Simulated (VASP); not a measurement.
# Cr (P6_3/mmc) in VASP: notebook

The runs below take Cr through single point, relaxation of cell and atoms, with PBE.

Everything below comes from runs of VASP 6.6.1. Logs are shortened: lines on timing, memory, paths and dates and some standing lists are left out, and cuts for length are marked.

### 1 The cell of the first run

The structure is hexagonal, space group P6_3/mmc (No. 194). Conventional cell: a = 2.490 Å, b = 2.490 Å, c = 4.445 Å, α = 90.00°, β = 90.00°, γ = 120.00°. Cr (site symmetry -6m2) has 12 Cr at 2.49 to 2.65 Å within 3.3 Å.

This isn't the form of Cr at room conditions, which is bcc.

### 2 Single point, PBE

File INCAR:

```
PREC = Accurate ; ENCUT = 520
EDIFF = 1E-6 ; ISMEAR = -1
SIGMA = 0.1 ; LREAL = F
LASPH = T ; NELM = 80
ALGO = Normal ; ISIF = 2
LWAVE = F ; LCHARG = F
GGA = PE ; NBANDS = 19
```

File KPOINTS:

```
regular mesh
0
Gamma
  14 14 8
```

File POSCAR:

```
Cr
1.0
    2.4895330018      0.0000000000      0.0000000000
   -1.2447665009      2.1559988231      0.0000000000
    0.0000000000      0.0000000000      4.4450364054
Cr
2
Direct
    0.3333333333      0.6666666667      0.2500000000
    0.6666666667      0.3333333333      0.7500000000
```

Potentials or basis: VASP PAW PBE potentials, release 64 (Cr_pv).

Launch:

```
> cat potpaw_PBE.64/Cr_pv/POTCAR > POTCAR
> mpirun -np 1 vasp_std > vasp.out
```

OUTCAR:

```text
PREC = Accurate
   ENCUT = 520
   EDIFF = 1E-6
   ISMEAR = -1
   LREAL = F
   LASPH = T
   NELM = 80
   ISIF = 2
   GGA = PE

 ion  position               nearest neighbor table
   1  0.333  0.667  0.250-   2 2.65   2 2.65   2 2.65   2 2.65   2 2.65   2 2.65
   2  0.667  0.333  0.750-   1 2.65   1 2.65   1 2.65   1 2.65   1 2.65   1 2.65

  LATTYP: Found a hexagonal cell.
 ALAT       =     2.4895330018
 C/A-ratio  =     1.7854900506

  Lattice vectors:

 A1 = (   2.4895330018,   0.0000000000,   0.0000000000)
 A2 = (  -1.2447665009,   2.1559988231,   0.0000000000)
 A3 = (   0.0000000000,   0.0000000000,   4.4450364054)

Analysis of symmetry for initial positions (statically):
=====================================================================
 Subroutine PRICEL returns:
 Original cell was already a primitive cell.

 Routine SETGRP: Setting up the symmetry group for a
 hexagonal supercell.

 Subroutine GETGRP returns: Found 24 space group operations
 (whereof 12 operations were pure point group operations)
 out of a pool of 24 trial point group operations.

The static configuration has the point symmetry D_3d.
 The point group associated with its full space group is D_6h.

Analysis of symmetry for dynamics (positions and initial velocities):
=====================================================================
 Subroutine PRICEL returns:
 Original cell was already a primitive cell.

 Routine SETGRP: Setting up the symmetry group for a
 hexagonal supercell.

 Subroutine GETGRP returns: Found 24 space group operations
 (whereof 12 operations were pure point group operations)
 out of a pool of 24 trial point group operations.

The dynamic configuration has the point symmetry D_3d.
 The point group associated with its full space group is D_6h.

 Subroutine INISYM returns: Found 24 space group operations
 (whereof 12 operations are pure point group operations),
 and found     1 'primitive' translations

----------------------------------------------------------------------------------------

                                     Primitive cell

  volume of cell :      23.8584

  direct lattice vectors                    reciprocal lattice vectors
     2.489533002  0.000000000  0.000000000     0.401681761  0.231911073  0.000000000
    -1.244766501  2.155998823  0.000000000     0.000000000  0.463822146  0.000000000
     0.000000000  0.000000000  4.445036405     0.000000000  0.000000000  0.224970036
[... 80 lines left out ...]
   LSORBIT =      F    spin-orbit coupling
   LASPH  =      T    aspherical Exc in radial PAW
   ENCUT  =  520.0 eV  38.22 Ry    6.18 a.u.   4.63  4.63  8.26*2*pi/ulx,y,z
   NELM   =     80;   NELMIN=  2; NELMDL= -5     # of ELM steps
   EDIFF  = 0.1E-05   stopping-criterion for ELM
   LREAL  =      F    real-space projection
   EDIFFG = 0.1E-04   stopping-criterion for IOM
   NSW    =      0    number of steps for IOM
   IBRION =     -1    ionic relax: 0-MD 1-quasi-New 2-CG
   NFREE  =      0    steps in history (QN), initial steepest desc. (CG)
   ISIF   =      2    stress and relaxation
   ISYM   =      2    0-nonsym 1-usesym 2-fastsym
   POTIM  = 0.5000    time-step for ionic-motion
   TEBEG  =    0.0;   TEEND  =   0.0 temperature during run
   PSTRESS=    0.0 pullay stress
   NELECT =      24.0000    total number of electrons
   NUPDOWN=      -1.0000    fix difference up-down
   EMIN   =  10.00;   EMAX   =-10.00  energy-range for DOS
   EFERMI =   0.00;   METHOD = LEGACY
   ISMEAR =    -1;   SIGMA  =   0.10  broadening in eV -4-tet -1-fermi 0-gaus
   EFERMI_NEDOS =   21; number of points for ismear=-14 and -15
   IALGO  =     38    algorithm
   IMIX   =      4    mixing-type and parameters
     AMIX     =   0.40;   BMIX     =  1.00
     AMIX_MAG =   1.60;   BMIX_MAG =  1.00
  volume/ion in A,a.u.               =      11.93        80.50
  Fermi-wavevector in a.u.,A,eV,Ry     =   1.640330  3.099775 36.608976  2.690684
  Thomas-Fermi vector in A             =   2.730987
   LORBIT       =      0    0 simple, 1 ext, 2 COOP (PROOUT), +10 PAW based schemes
   GGA     = PE    functional components
   LHFCALC =     F    Hartree Fock is set to
   AEXX    =    0.0000 exact exchange contribution
   IVDW    =     0    specifies the selected vdW correction
   LEPSILON=     F    determine dielectric tensor
   LRPA    =     F    only Hartree local field effects (RPA)
 non-spin polarized calculation
  energy-cutoff  :      520.00
  volume of cell :       23.86
 maximum number of plane-waves:       665
 NGX is ok and might be reduce to    20
   NGX =  9   NGY =  9   NGZ = 17

 number of electron      24.0000018 magnetization

 Free energy of the ion-electron system (eV)
  ---------------------------------------------------
  ext. energy  EPLUGINS =         0.00000000
  ---------------------------------------------------
  free energy    TOTEN  =       -18.27627663 eV

  energy without entropy =      -18.17024213  energy(sigma->0) =      -18.22325938

 E-fermi :  10.3656     XC(G=0): -13.4642

 val. band max:       10.3537007062   @ k =   0.2143   0.2143   0.2500
 cond. band min:      10.3734198136   @ k =   0.2857   0.2857   0.1250
 fundamental gap:      0.0197191074
 Fermi energy:        10.3655693837

 k-point     1 :       0.0000    0.0000    0.0000
  band No.  band energies     occupation
      1     -32.8850      2.00000
      2     -32.2201      2.00000
      3     -32.0688      2.00000
      4     -32.0688      2.00000
      5     -32.0048      2.00000
      6     -32.0048      2.00000
[... 505 lines left out ...]
      6     -32.3844      2.00000
[... 11 lines left out ...]
     18      17.8032      0.00000
     19      17.8212      0.00000

 [... further k-points ...]

------------------------ aborting loop because EDIFF is reached ----------------------------------------

  FORCE on cell =-STRESS in cart. coord.  units (eV):
  Direction    XX          YY          ZZ          XY          YZ          ZX
  --------------------------------------------------------------------------------------
  -------------------------------------------------------------------------------------
  Total       -0.0714626     -0.0714626     -0.0563657      0.0000000     -0.0000000      0.0000000
  in kB       -4.7989682     -4.7989682     -3.7851558      0.0000000     -0.0000000      0.0000000
  external PRESSURE =      -4.4610308 kB  Pullay stress =       0.0000000 kB

 VOLUME and BASIS-vectors are now :
 -----------------------------------------------------------------------------
  energy-cutoff  :      520.00
  volume of cell :       23.86
      direct lattice vectors                 reciprocal lattice vectors
     2.489533002  0.000000000  0.000000000     0.401681761  0.231911073  0.000000000
    -1.244766501  2.155998823  0.000000000     0.000000000  0.463822146  0.000000000
     0.000000000  0.000000000  4.445036405     0.000000000  0.000000000  0.224970036

 POSITION                                       TOTAL-FORCE (eV/Angst)
 -----------------------------------------------------------------------------------
     -0.00000      1.43733      1.11126        -0.000000      0.000000      0.000000
      1.24477      0.71867      3.33378         0.000000     -0.000000      0.000000
 -----------------------------------------------------------------------------------
    total drift:                               -0.000000      0.000000     -0.000000

  FREE ENERGIE OF THE ION-ELECTRON SYSTEM (eV)
  ---------------------------------------------------
  free  energy   TOTEN  =       -18.2762766349 eV

  energy  without entropy=      -18.1702421307  energy(sigma->0) =      -18.22325938
```

OSZICAR:

```text
N       E                     dE             d eps       ncg     rms          rms(c)
DAV:   1     0.241369494969E+03    0.24137E+03   -0.14591E+04  4568   0.159E+03
DAV:   2    -0.133284146171E+02   -0.25470E+03   -0.24950E+03  4653   0.441E+02
DAV:   3    -0.212979004026E+02   -0.79695E+01   -0.78704E+01  4737   0.933E+01
DAV:   4    -0.214047972736E+02   -0.10690E+00   -0.10681E+00  6024   0.989E+00
DAV:   5    -0.214069536673E+02   -0.21564E-02   -0.21502E-02  5047   0.137E+00    0.172E+01
DAV:   6    -0.182968532518E+02    0.31101E+01   -0.15355E+01  4758   0.446E+01    0.239E+00
DAV:   7    -0.182955164731E+02    0.13368E-02   -0.56561E-01  5049   0.591E+00    0.131E+00
DAV:   8    -0.182775933426E+02    0.17923E-01   -0.35063E-02  5775   0.212E+00    0.338E-01
DAV:   9    -0.182766833668E+02    0.90998E-03   -0.14395E-02  4885   0.122E+00    0.178E-01
DAV:  10    -0.182762724296E+02    0.41094E-03   -0.21981E-03  4919   0.492E-01    0.478E-02
DAV:  11    -0.182762836313E+02   -0.11202E-04   -0.45887E-05  7054   0.500E-02    0.204E-02
DAV:  12    -0.182762766965E+02    0.69347E-05   -0.12893E-05  4938   0.401E-02    0.272E-03
DAV:  13    -0.182762766349E+02    0.61649E-07   -0.53997E-07  2951   0.765E-03
   1 F= -.18276277E+02 E0= -.18223259E+02  d E =-.106035E+00
```

Wall time 83 s (1 thread of Intel Xeon 8259CL, shared host); peak memory 0.17 GiB.

What came out:

* Free energy: -18.2763 eV
* Pressure: -0.4 GPa
* Band gap on the k mesh: zero (bands 12 and 13 overlap by 1.27 eV)

Caveat: the run has no spin polarisation, though such a crystal can be magnetic. Spin polarisation is off, so any magnetic state and its effect on volume and gap are missing.

### 3 Relaxation of cell and atoms, PBE

This run uses another cell than the first one, of 11.99 Å³/atom.

File INCAR:

```
  ALGO = Normal
  EDIFF = 1E-6
  EDIFFG = -0.01
  ENCUT = 600
  GGA = PE
  IBRION = 2
  ISIF = 3
  ISMEAR = -1
  LASPH = True
  LCHARG = False
  LREAL = False
  LWAVE = False
  NELM = 60
  NSW = 80
  PREC = Accurate
  SIGMA = 0.1
```

File KPOINTS:

```
k-points
0
Gamma
  14 14 8
```

File POSCAR:

```
Cr
1.0
    2.5692592270      0.0000000000      0.0000000000
   -1.2846296135      2.2250437595      0.0000000000
    0.0000000000      0.0000000000      4.1956003177
Cr
2
Direct
    0.3333333333      0.6666666667      0.2500000000
    0.6666666667      0.3333333333      0.7500000000
```

Potentials or basis: VASP PAW PBE potentials, release 64 (Cr_pv).

Launch:

```
> cat potpaw_PBE.64/Cr_pv/POTCAR > POTCAR
> mpirun -np 1 vasp_std > vasp.out
```

Run time: 7.6 min. Hardware: 1 thread of Intel Xeon 8259CL, shared host; peak memory 0.2 GiB.

It converged, with:

| Quantity | Value |
| --- | --- |
| Free energy | -18.2764 eV |
| Relaxed volume | 11.90 Å³/atom |
| Relaxed cell | a = 2.488 Å, b = 2.488 Å, c = 4.442 Å, α = 90.00°, β = 90.00°, γ = 120.00° |
| Space group after relaxing (to 0.1 Å) | P6_3/mmc (No. 194) |
| Energy gained by relaxing | 38.8 meV/atom |
| Ionic steps | 10 |
| Pressure after relaxing | 0.0 GPa |
| Band gap on the k mesh | zero (bands 12 and 13 overlap by 1.28 eV) |

Step by step:
```
step  energy change (eV)  largest force (eV/Å)  pressure (GPa)  volume (Å³)
   1              0.0000                0.0000           -1.92        23.99
   2             -0.0483                0.0000            3.00        23.48
   3             -0.0590                0.0000            6.83        23.14
   4             -0.0732                0.0000            3.62        23.47
   5             -0.0733                0.0000            3.29        23.49
   6             -0.0774                0.0000            0.75        23.73
   7             -0.0776                0.0000            0.34        23.78
   8             -0.0776                0.0000           -0.10        23.81
   9             -0.0776                0.0000            0.17        23.80
  10             -0.0777                0.0000           -0.01        23.80
```

Final structure:
```
CELL_PARAMETERS angstrom
2.48760 0.00000 0.00000
-1.24380 2.15433 0.00000
0.00000 0.00000 4.44195
ATOMIC_POSITIONS crystal
Cr 0.33333 0.66667 0.25000
Cr 0.66667 0.33333 0.75000
```

Levels at points of the mesh, in eV from the Fermi level:
```tsv
k point	band 8	band 9	band 10	band 11	band 12	band 13	band 14	band 15	band 16
(0.00, 0.00, 0.00)	-4.06	-1.20	-0.35	-0.35	-0.23	-0.02	-0.02	1.06	1.06
(0.50, 0.00, 0.00)	-3.45	-3.38	-0.92	-0.60	-0.28	-0.15	2.29	2.81	2.93
(0.00, 0.00, 0.50)	-5.63	-1.60	-1.60	-0.33	-0.33	-0.33	-0.33	1.79	1.79
(0.50, 0.00, 0.50)	-3.91	-2.46	-2.46	0.93	0.93	1.28	1.28	2.87	2.87
```

Caveat: the run has no spin polarisation, though such a crystal can be magnetic. Spin polarisation is off, so any magnetic state and its effect on volume and gap are missing.

### 4 Single point, PBE (10.50 Å³/atom)

This run uses another cell than the first one, of 10.50 Å³/atom.

File INCAR:

```
PREC = Accurate
ENCUT = 520
EDIFF = 1E-6
ISMEAR = -1
SIGMA = 0.1
LREAL = False
LASPH = True
NELM = 80
ALGO = Normal
ISIF = 2
LWAVE = False
LCHARG = False
GGA = PE
NBANDS = 19
```

File KPOINTS:

```
Automatic mesh
0
Gamma
  24 24 12
```

File POSCAR:

```
Cr
1.0
    2.3856795719      0.0000000000      0.0000000000
   -1.1928397860      2.0660591146      0.0000000000
    0.0000000000      0.0000000000      4.2596071397
Cr
2
Direct
    0.3333333333      0.6666666667      0.2500000000
    0.6666666667      0.3333333333      0.7500000000
```

Launch:

```
> cat potpaw_PBE.64/Cr_pv/POTCAR > POTCAR
> mpirun -np 1 vasp_std > vasp.out
```

It took 3.4 min on 1 thread of Intel Xeon 8259CL, shared host; peak memory 0.25 GiB.

Results (log left out):

```yaml
Free_energy: -17.9701 eV
Pressure: 38.6 GPa
Band_gap_on_the_k_mesh: zero (bands 12 and 13 overlap by 1.53 eV)
```

Stress tensor (GPa, compression positive):
```
39.95  0.00  0.00
 0.00 39.95  0.00
 0.00  0.00 36.01
```

Levels at points of the mesh, in eV from the Fermi level:
```csv
k point,band 8,band 9,band 10,band 11,band 12,band 13,band 14,band 15,band 16,band 17
"(0.00, 0.00, 0.00)",-4.53,-1.45,-0.47,-0.47,-0.06,-0.06,-0.05,1.23,1.23,2.58
"(0.50, 0.00, 0.00)",-4.05,-3.91,-1.11,-0.53,-0.31,-0.24,2.72,3.32,3.47,4.85
"(0.00, 0.00, 0.50)",-5.86,-1.87,-1.87,-0.44,-0.44,-0.44,-0.44,2.11,2.11,2.11
"(0.50, 0.00, 0.50)",-4.56,-2.95,-2.95,1.07,1.07,1.57,1.57,3.40,3.40,4.10
```

Caveat: the cell stands under pressure; the run has no spin polarisation, though such a crystal can be magnetic.

### 5 Single point, PBE (10.97 Å³/atom)

This run uses another cell than the first one, of 10.97 Å³/atom.

File INCAR:

```
SYSTEM = Cr
  PREC = Accurate
  ENCUT = 520
  EDIFF = 1E-7
  ISMEAR = -1
  SIGMA = 0.1
  LREAL = .False.
  LASPH = .True.
  NELM = 80
  ALGO = Normal
  ISIF = 2
  LWAVE = .False.
  LCHARG = .False.
  GGA = PE
  NBANDS = 19
```

File KPOINTS:

```
regular mesh
0
Gamma
  24 24 12
  0 0 0
```

File POSCAR:

```
Cr
1.0
    2.4212919800      0.0000000000      0.0000000000
   -1.2106459900      2.0969003647      0.0000000000
    0.0000000000      0.0000000000      4.3231927401
Cr
2
Direct
    0.3333333333      0.6666666667      0.2500000000
    0.6666666667      0.3333333333      0.7500000000
```

Potentials or basis: VASP PAW PBE potentials, release 64 (Cr_pv).

Launch:

```
> cat potpaw_PBE.64/Cr_pv/POTCAR > POTCAR
> mpirun -np 1 vasp_std > vasp.out
```

OUTCAR:

```text
SYSTEM = Cr
   PREC = Accurate
   ENCUT = 520
   EDIFF = 1E-7
   ISMEAR = -1
   LREAL = .False.
   LASPH = .True.
   NELM = 80
   ISIF = 2
   GGA = PE

 ion  position               nearest neighbor table
   1  0.333  0.667  0.250-   2 2.57   2 2.57   2 2.57   2 2.57   2 2.57   2 2.57
   2  0.667  0.333  0.750-   1 2.57   1 2.57   1 2.57   1 2.57   1 2.57   1 2.57

  LATTYP: Found a hexagonal cell.
 ALAT       =     2.4212919800
 C/A-ratio  =     1.7854900507

  Lattice vectors:

[... 716 lines left out ...]

------------------------ aborting loop because EDIFF is reached ----------------------------------------

  FORCE on cell =-STRESS in cart. coord.  units (eV):
  Direction    XX          YY          ZZ          XY          YZ          ZX
  --------------------------------------------------------------------------------------
  -------------------------------------------------------------------------------------
  Total        3.2267018      3.2267018      2.9096692     -0.0000000     -0.0000000      0.0000000
  in kB      235.5265400    235.5265400    212.3853907     -0.0000000     -0.0000000      0.0000000
  external PRESSURE =     227.8128236 kB  Pullay stress =       0.0000000 kB

 VOLUME and BASIS-vectors are now :
 -----------------------------------------------------------------------------
  energy-cutoff  :      520.00
  volume of cell :       21.95
      direct lattice vectors                 reciprocal lattice vectors
     2.421291980  0.000000000  0.000000000     0.413002648  0.238447190  0.000000000
    -1.210645990  2.096900365  0.000000000     0.000000000  0.476894380  0.000000000
     0.000000000  0.000000000  4.323192740     0.000000000  0.000000000  0.231310529

 POSITION                                       TOTAL-FORCE (eV/Angst)
 -----------------------------------------------------------------------------------
     -0.00000      1.39793      1.08080         0.000000     -0.000000      0.000000
      1.21065      0.69897      3.24239        -0.000000      0.000000      0.000000
 -----------------------------------------------------------------------------------
    total drift:                               -0.000000      0.000000     -0.000000

  FREE ENERGIE OF THE ION-ELECTRON SYSTEM (eV)
  ---------------------------------------------------
  free  energy   TOTEN  =       -18.1518328049 eV

  energy  without entropy=      -18.0549696747  energy(sigma->0) =      -18.10340124
```

It took 3.6 min on 1 thread of Intel Xeon 8259CL, shared host; peak memory 0.25 GiB.

Results:

| Property | Result |
| --- | --- |
| Free energy | -18.1518 eV |
| Pressure | 22.8 GPa |
| Band gap on the k mesh | zero (bands 12 and 13 overlap by 1.44 eV) |

Stress tensor (GPa, compression positive):
```
23.55  0.00  0.00
 0.00 23.55  0.00
 0.00  0.00 21.24
```

Levels at points of the mesh, in eV from the Fermi level:
| k point | band 8 | band 9 | band 10 | band 11 | band 12 | band 13 | band 14 | band 15 | band 16 | band 17 |
| --- | --- | --- | --- | --- | --- | --- | --- | --- | --- | --- |
| (0.00, 0.00, 0.00) | -4.36 | -1.35 | -0.42 | -0.42 | -0.13 | -0.05 | -0.05 | 1.17 | 1.17 | 2.43 |
| (0.50, 0.00, 0.00) | -3.80 | -3.74 | -1.04 | -0.56 | -0.30 | -0.20 | 2.56 | 3.13 | 3.27 | 4.56 |
| (0.00, 0.00, 0.50) | -5.78 | -1.77 | -1.77 | -0.39 | -0.39 | -0.39 | -0.39 | 1.99 | 1.99 | 1.99 |
| (0.50, 0.00, 0.50) | -4.32 | -2.76 | -2.76 | 1.02 | 1.02 | 1.46 | 1.46 | 3.21 | 3.21 | 3.85 |

Caveat: the cell stands under pressure; the run has no spin polarisation, though such a crystal can be magnetic.

### 6 Summary

```tsv
task	cell	k mesh	cutoff (eV)	gap on the mesh (eV)	pressure (GPa)
single point	a = 2.490, b = 2.490, c = 4.445 Å, angles 90.0, 90.0, 120.0°, 2 atoms	14 × 14 × 8	520	none	-0.4
relaxation of cell and atoms	relaxed from a = 2.569, b = 2.569, c = 4.196 Å, angles 90.0, 90.0, 120.0°, 2 atoms	14 × 14 × 8	600	none	0.0
single point	a = 2.386, b = 2.386, c = 4.260 Å, angles 90.0, 90.0, 120.0°, 2 atoms	24 × 24 × 12	520	none	38.6
single point	a = 2.421, b = 2.421, c = 4.323 Å, angles 90.0, 90.0, 120.0°, 2 atoms	24 × 24 × 12	520	none	22.8
```

Alike in all rows: level PBE; potentials or basis VASP PAW PBE potentials, release 64 (Cr_pv); no spin polarisation; smearing fermi-dirac 0.1 eV.

Caveats: the run has no spin polarisation, though such a crystal can be magnetic; the cell stands under pressure (at least some runs).

Total energies depend on the potentials used, so only differences within one code and one set of settings carry meaning.

The gap in the log of VASP goes by the Fermi energy; the results here count the filled bands.